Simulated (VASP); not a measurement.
# Pt: relaxation of cell and atoms with r2SCAN

Crystal: Pt.

```xyz
1
Lattice="-1.5842 1.5842 1.5842 1.5842 -1.5842 1.5842 1.5842 1.5842 -1.5842" Properties=species:S:1:pos:R:3 pbc="T T T"
Pt    0.0000    0.0000    0.0000
```

This isn't the form of Pt at room conditions, which is fcc.

| Item | Value |
| --- | --- |
| Program | VASP 6.6.1 |
| Task | relaxation of cell and atoms |
| Functional | r2SCAN |
| Potentials or basis | VASP PAW PBE potentials, release 64 (Pt) |
| Cutoff | 550 eV |
| k mesh | 15 × 15 × 15 |
| Occupations | methfessel-paxton, width 0.05 eV |
| Spin | no spin polarisation |
| Dipole correction | no |
| Further INCAR settings | ALGO = Normal; EDIFF = 1e-07; IBRION = 2; EDIFFG = -0.01; NSW = 80; ISIF = 3 |

- Relaxed volume: 15.51 Å³/atom
- Relaxed cell: a = 2.721 Å, b = 2.721 Å, c = 2.721 Å, α = 109.47°, β = 109.47°, γ = 109.47°
- Space group after relaxing (to 0.1 Å): Im-3m (No. 229)
- Energy gained by relaxing: 8.0 meV/atom
- Ionic steps: 4
- Pressure after relaxing: 0.0 GPa
- Band gap on the k mesh: zero (bands 5 and 6 overlap by 2.33 eV)

The path:
```
step  energy change (eV)  largest force (eV/Å)  pressure (GPa)  volume (Å³)
   1              0.0000                0.0000           -6.18        15.90
   2              0.0490                0.0000           20.00        14.53
   3             -0.0079                0.0000           -0.17        15.52
   4             -0.0080                0.0000           -0.01        15.51
```

Final structure:
```
Pt
1.0
    -1.57092    1.57092    1.57092
     1.57092   -1.57092    1.57092
     1.57092    1.57092   -1.57092
Pt
1
Cartesian
  1.5709 -1.5709 1.5709
```

Levels at points of the mesh, in eV from the Fermi level:
```csv
k point,band 3,band 4,band 5,band 6,band 7,band 8
"(0.00, 0.00, 0.00)",-3.75,-3.75,-1.18,-1.18,18.05,18.05
```

It took 3.7 min on 1 thread of Intel(R) Xeon(R) Platinum 8259CL CPU @ 2.50GHz (Skylake/Cascade Lake), on a shared host, peak memory 0.17 GiB.

Caveat: the PAW data sets were made with another functional, which shifts forces and pressure a little; spin-orbit coupling is left out, which moves the levels of the heavy elements.
